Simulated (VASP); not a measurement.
# CuO (Cccm) in VASP: notebook, part 2 of 2

VASP 6.6.1. Earlier steps stand in the parts before.

### 3 Single point, PBEsol

INCAR reads:

```
SYSTEM = CuO
ALGO = Normal
EDIFF = 1E-7
ENCUT = 520
GGA = PS
ISIF = 2
ISMEAR = 0
LASPH = .True.
LCHARG = .False.
LREAL = .False.
LWAVE = .False.
NBANDS = 25
NELM = 80
PREC = Accurate
SIGMA = 0.15
```

KPOINTS reads:

```
k-points
0
Gamma
  16 16 10
  0 0 0
```

POSCAR reads:

```
CuO
1.0
    2.0425330993     -2.0503581635      0.0000000000
    2.0425330993      2.0503581635      0.0000000000
    0.0000000000      0.0000000000      5.0922648207
Cu O
2 2
Direct
    0.0000000000      0.5000000000      0.0000000000
    0.5000000000      0.0000000000      0.5000000000
    0.5000000000      0.5000000000      0.2500000000
    0.5000000000      0.5000000000      0.7500000000
```

Potentials or basis: VASP PAW PBE potentials, release 64 (Cu, O).

Started as:

```sh
$ cat potpaw_PBE.64/Cu/POTCAR potpaw_PBE.64/O/POTCAR > POTCAR
$ mpirun -np 1 vasp_std > vasp.out
```

OUTCAR:

```text
SYSTEM = CuO
   EDIFF = 1E-7
   ENCUT = 520
   GGA = PS
   ISIF = 2
   ISMEAR = 0
   LASPH = .True.
   LREAL = .False.
   NELM = 80
   PREC = Accurate

 ion  position               nearest neighbor table
   1  0.000  0.500  0.000-   3 1.93   4 1.93   3 1.93   4 1.93
   2  0.500  0.000  0.500-   3 1.93   4 1.93   3 1.93   4 1.93
   3  0.500  0.500  0.250-   1 1.93   2 1.93   2 1.93   1 1.93
   4  0.500  0.500  0.750-   1 1.93   2 1.93   2 1.93   1 1.93

  LATTYP: Found a base centered orthorhombic cell.
[... 867 lines left out ...]
     24      19.9894      0.00000
     25      20.1122      0.00000

 [... further k-points ...]
[... 5 lines left out ...]
  --------------------------------------------------------------------------------------
  -------------------------------------------------------------------------------------
  Total        0.1700760      0.1587544      0.2850131     -0.0000000      0.0000000      0.0000000
  in kB        6.3887190      5.9634346     10.7062071     -0.0000000      0.0000000      0.0000000
  external PRESSURE =       7.6861202 kB  Pullay stress =       0.0000000 kB

 VOLUME and BASIS-vectors are now :
 -----------------------------------------------------------------------------
  energy-cutoff  :      520.00
  volume of cell :       42.65
      direct lattice vectors                 reciprocal lattice vectors
     2.042533099 -2.050358163  0.000000000     0.244794075 -0.243859833  0.000000000
     2.042533099  2.050358163  0.000000000     0.244794075  0.243859833  0.000000000
     0.000000000  0.000000000  5.092264821     0.000000000  0.000000000  0.196376276

 POSITION                                       TOTAL-FORCE (eV/Angst)
 -----------------------------------------------------------------------------------
      1.02127      1.02518      0.00000        -0.000000     -0.000000      0.000000
      1.02127     -1.02518      2.54613         0.000000     -0.000000      0.000000
      2.04253      0.00000      1.27307        -0.000000      0.000000      0.000000
      2.04253      0.00000      3.81920        -0.000000      0.000000      0.000000
 -----------------------------------------------------------------------------------
    total drift:                                0.000000     -0.000000     -0.000000

  FREE ENERGIE OF THE ION-ELECTRON SYSTEM (eV)
  ---------------------------------------------------
  free  energy   TOTEN  =       -21.4906056937 eV

  energy  without entropy=      -21.4658935308  energy(sigma->0) =      -21.47824961
```

Run time: 3.1 min. Hardware: 1 thread of Intel Xeon 6975P-C (Granite Rapids), shared host; peak memory 0.46 GiB.

Results:

```yaml
Free_energy: -21.4906 eV
Pressure: 0.8 GPa
Band_gap_on_the_k_mesh: zero (band 17 reaches 5.91 eV, above the bottom of band 18 at 4.71 eV)
```

Stress tensor (GPa, compression positive):
```
0.64 0.00 0.00
0.00 0.60 0.00
0.00 0.00 1.07
```

Levels at points of the mesh, in eV from the Fermi level:
| k point | band 13 | band 14 | band 15 | band 16 | band 17 | band 18 | band 19 | band 20 | band 21 | band 22 |
| --- | --- | --- | --- | --- | --- | --- | --- | --- | --- | --- |
| (0.00, 0.00, 0.00) | -2.53 | -2.50 | -2.40 | -2.01 | 0.69 | 0.70 | 1.45 | 6.01 | 7.41 | 13.25 |
| (0.50, 0.00, 0.00) | -2.37 | -1.99 | -1.65 | -1.58 | 0.22 | 0.47 | 3.50 | 5.94 | 6.55 | 10.95 |
| (0.50, 0.50, 0.00) | -2.46 | -2.46 | -1.66 | -1.25 | -1.24 | 1.17 | 1.87 | 7.13 | 9.92 | 9.99 |
| (0.00, 0.00, 0.50) | -2.40 | -2.40 | -1.62 | -1.62 | 0.08 | 0.08 | 3.51 | 3.51 | 11.71 | 11.71 |
| (0.50, 0.00, 0.50) | -2.49 | -2.47 | -2.12 | -1.90 | -0.15 | 0.70 | 4.19 | 5.96 | 8.22 | 9.02 |
| (0.50, 0.50, 0.50) | -2.02 | -2.02 | -1.48 | -1.48 | -0.52 | -0.52 | 3.82 | 3.82 | 10.82 | 10.82 |

Caveat: the PAW data sets were made with another functional, which shifts forces and pressure a little; semilocal functionals often make such compounds metallic where correlation or magnetic order opens a gap, which also shifts bond lengths. With open d or f shells a metallic result of PBEsol can be an artefact of self-interaction; +U or a hybrid may open a gap.

### 4 Single point, PBEsol

INCAR reads:

```
  PREC = Accurate
  ENCUT = 520
  EDIFF = 1E-6
  ISMEAR = 0
  SIGMA = 0.15
  LREAL = False
  LASPH = True
  NELM = 100
  ALGO = Normal
  ISIF = 2
  LWAVE = False
  LCHARG = False
  GGA = PS
  NBANDS = 25
```

KPOINTS reads:

```
regular mesh
0
Gamma
  18 18 10
```

POSCAR is that of step 3.

Started as:

```sh
$ cat potpaw_PBE.64/Cu/POTCAR potpaw_PBE.64/O/POTCAR > POTCAR
$ mpirun -np 1 vasp_std > vasp.out
```

Wall time 3.3 min (1 thread of Intel Xeon 6975P-C (Granite Rapids), shared host); peak memory 0.55 GiB.

The run converged. Its results:

```
Free energy            : -21.4906 eV
Pressure               : 0.8 GPa
Band gap on the k mesh : zero (band 17 reaches 5.91 eV, above the bottom of band 18 at 4.71 eV)
```

Stress tensor (GPa, compression positive):
```
0.64 0.00 0.00
0.00 0.59 0.00
0.00 0.00 1.07
```

Levels at points of the mesh, in eV from the Fermi level:
```
           k point  band 15  band 16  band 17  band 18  band 19  band 20
(0.00, 0.00, 0.00)    -2.40    -2.01     0.69     0.70     1.45     6.01
(0.50, 0.00, 0.00)    -1.65    -1.58     0.22     0.47     3.50     5.94
(0.50, 0.50, 0.00)    -1.66    -1.25    -1.24     1.17     1.87     7.13
(0.00, 0.00, 0.50)    -1.62    -1.62     0.08     0.08     3.51     3.51
(0.50, 0.00, 0.50)    -2.12    -1.90    -0.15     0.70     4.19     5.96
(0.50, 0.50, 0.50)    -1.48    -1.48    -0.52    -0.52     3.82     3.82
```

Caveat: the PAW data sets were made with another functional, which shifts forces and pressure a little; semilocal functionals often make such compounds metallic where correlation or magnetic order opens a gap, which also shifts bond lengths.

### 5 Single point, PBEsol (uniaxial strain along c: -2.0 %)

INCAR reads:

```
SYSTEM = CuO
PREC = Accurate ; ENCUT = 520
EDIFF = 1E-6 ; ISMEAR = 0
SIGMA = 0.1 ; LREAL = .FALSE.
LASPH = .TRUE. ; NELM = 60
ALGO = Normal ; ISIF = 2
LWAVE = .FALSE. ; LCHARG = .TRUE.
GGA = PS ; LELF = .TRUE.
LVHAR = .TRUE. ; NBANDS = 44
```

KPOINTS reads:

```
Automatic mesh
0
G
  10 10 8
  0 0 0
```

POSCAR reads:

```
CuO
1.0
    4.1054915015      0.0000000000      0.0000000000
    0.0000000000      4.1212199291      0.0000000000
    0.0000000000      0.0000000000      4.9904195295
Cu O
4 4
Direct
    0.2500000000      0.2500000000      0.5000000000
    0.2500000000      0.7500000000      0.0000000000
    0.7500000000      0.7500000000      0.5000000000
    0.7500000000      0.2500000000      0.0000000000
    0.5000000000      0.0000000000      0.7500000000
    0.5000000000      0.0000000000      0.2500000000
    0.0000000000      0.5000000000      0.7500000000
    0.0000000000      0.5000000000      0.2500000000
```

Started as:

```sh
$ cat potpaw_PBE.64/Cu/POTCAR potpaw_PBE.64/O/POTCAR > POTCAR
$ mpirun -np 1 vasp_std > vasp.out
```

It took 4.4 min on 1 thread of Intel Xeon 6975P-C (Granite Rapids), shared host; peak memory 0.55 GiB.

The run converged. Its results:

| Item | Value |
| --- | --- |
| Free energy | -42.9269 eV |
| Pressure | 3.7 GPa |
| Band gap on the k mesh | zero (band 34 reaches 6.12 eV, above the bottom of band 35 at 4.89 eV) |

Stress tensor (GPa, compression positive):
```
2.00 0.00 0.00
0.00 1.96 0.00
0.00 0.00 7.12
```

Levels at points of the mesh, in eV from the Fermi level:
```
           k point  band 31  band 32  band 33  band 34  band 35  band 36  band 37  band 38
(0.00, 0.00, 0.00)    -1.67    -1.32    -1.32     0.71     0.72     1.16     1.47     1.66
(0.50, 0.00, 0.00)    -1.79    -1.79    -0.54    -0.54     0.64     0.64     3.87     3.87
(0.00, 0.50, 0.00)    -1.79    -1.79    -0.54    -0.54     0.64     0.64     3.85     3.85
(0.50, 0.50, 0.00)    -1.64    -1.64     0.23     0.23     0.49     0.49     3.62     3.62
(0.00, 0.00, 0.50)    -1.56    -1.56    -0.56    -0.56     0.08     0.08     3.50     3.50
(0.50, 0.00, 0.50)    -1.95    -1.95    -0.51    -0.51    -0.51    -0.51     4.82     4.82
(0.00, 0.50, 0.50)    -1.95    -1.95    -0.51    -0.51    -0.51    -0.51     4.81     4.81
(0.50, 0.50, 0.50)    -1.96    -1.96    -0.17    -0.17     0.72     0.72     4.20     4.20
```

Caveat: the cell differs from its parent crystal (uniaxial strain along c: -2.0 %); the PAW data sets were made with another functional, which shifts forces and pressure a little; semilocal functionals often make such compounds metallic where correlation or magnetic order opens a gap, which also shifts bond lengths.

### 6 Single point, PBEsol (uniaxial strain along c: -6.0 %, then relaxed in part)

INCAR reads:

```
ALGO = Normal ; EDIFF = 1E-7
ENCUT = 520 ; GGA = PS
ISIF = 2 ; ISMEAR = 0
LASPH = True ; LCHARG = True
LELF = True ; LREAL = False
LVHAR = True ; LWAVE = False
NBANDS = 44 ; NELM = 60
PREC = Accurate ; SIGMA = 0.1
```

KPOINTS reads:

```
k-points
0
Gamma
  10 10 8
```

Edit POSCAR of step 5 so:

```diff
@@ -2,5 +2,5 @@
 1.0
-    4.1054915015      0.0000000000      0.0000000000
-    0.0000000000      4.1212199291      0.0000000000
-    0.0000000000      0.0000000000      4.9904195295
+    4.2094755985      0.0000000000      0.0000000000
+    0.0000000000      4.2109264380      0.0000000000
+    0.0000000000      0.0000000000      4.7867289365
 Cu O
```

Potentials or basis: VASP PAW PBE potentials, release 64 (Cu, O).

Started as:

```sh
$ cat potpaw_PBE.64/Cu/POTCAR potpaw_PBE.64/O/POTCAR > POTCAR
$ mpirun -np 1 vasp_std > vasp.out
```

It took 5 min on 1 thread of Intel Xeon 6975P-C (Granite Rapids), shared host; peak memory 0.55 GiB.

Results (log left out):

```yaml
Free_energy: -42.7085 eV
Pressure: 5.8 GPa
Band_gap_on_the_k_mesh: zero (band 34 reaches 6.20 eV, above the bottom of band 35 at 4.88 eV)
```

Stress tensor (GPa, compression positive):
```
 0.77  0.00  0.00
 0.00  0.76  0.00
 0.00  0.00 15.90
```

Levels at points of the mesh, in eV from the Fermi level:
```csv
k point,band 31,band 32,band 33,band 34,band 35,band 36,band 37,band 38
"(0.00, 0.00, 0.00)",-1.71,-1.45,-1.44,0.77,0.77,1.12,1.30,1.41
"(0.50, 0.00, 0.00)",-1.92,-1.92,-0.50,-0.50,0.69,0.69,3.63,3.63
"(0.00, 0.50, 0.00)",-1.92,-1.92,-0.50,-0.50,0.69,0.69,3.63,3.63
"(0.50, 0.50, 0.00)",-1.74,-1.74,0.28,0.28,0.56,0.56,3.98,3.98
"(0.00, 0.00, 0.50)",-1.70,-1.70,-0.69,-0.69,0.08,0.08,3.36,3.36
"(0.50, 0.00, 0.50)",-2.01,-2.01,-0.55,-0.55,-0.55,-0.55,4.66,4.66
"(0.00, 0.50, 0.50)",-2.01,-2.01,-0.55,-0.55,-0.55,-0.55,4.66,4.66
"(0.50, 0.50, 0.50)",-2.02,-2.02,-0.27,-0.27,0.74,0.74,4.22,4.22
```

Caveat: the cell differs from its parent crystal (uniaxial strain along c: -6.0 %, then relaxed in part); the PAW data sets were made with another functional, which shifts forces and pressure a little; semilocal functionals often make such compounds metallic where correlation or magnetic order opens a gap, which also shifts bond lengths.

### 7 The runs side by side

| cell | k mesh | smearing | gap on the mesh (eV) | pressure (GPa) |
| --- | --- | --- | --- | --- |
| a = 2.894, b = 2.894, c = 5.092 Å, angles 90.0, 90.0, 90.2°, 4 atoms | 14 × 14 × 8 | gaussian 0.1 eV | none | 0.8 |
| a = 2.894, b = 2.894, c = 5.092 Å, angles 90.0, 90.0, 90.2°, 4 atoms | 16 × 16 × 10 | gaussian 0.15 eV | none | 0.8 |
| a = 2.894, b = 2.894, c = 5.092 Å, angles 90.0, 90.0, 90.2°, 4 atoms | 18 × 18 × 10 | gaussian 0.15 eV | none | 0.8 |
| a = 4.105, b = 4.121, c = 4.990 Å, 8 atoms | 10 × 10 × 8 | gaussian 0.1 eV | none | 3.7 |
| a = 4.209, b = 4.211, c = 4.787 Å, 8 atoms | 10 × 10 × 8 | gaussian 0.1 eV | none | 5.8 |

Alike in all rows: task single point; level PBEsol; potentials or basis VASP PAW PBE potentials, release 64 (Cu, O); no spin polarisation; cutoff (eV) 520.

Every run on the cell as given and a fine mesh finds a metal.

Caveats: the PAW data sets were made with another functional, which shifts forces and pressure a little; semilocal functionals often make such compounds metallic where correlation or magnetic order opens a gap, which also shifts bond lengths.

Total energies depend on the potentials used, so only differences within one code and one set of settings carry meaning.
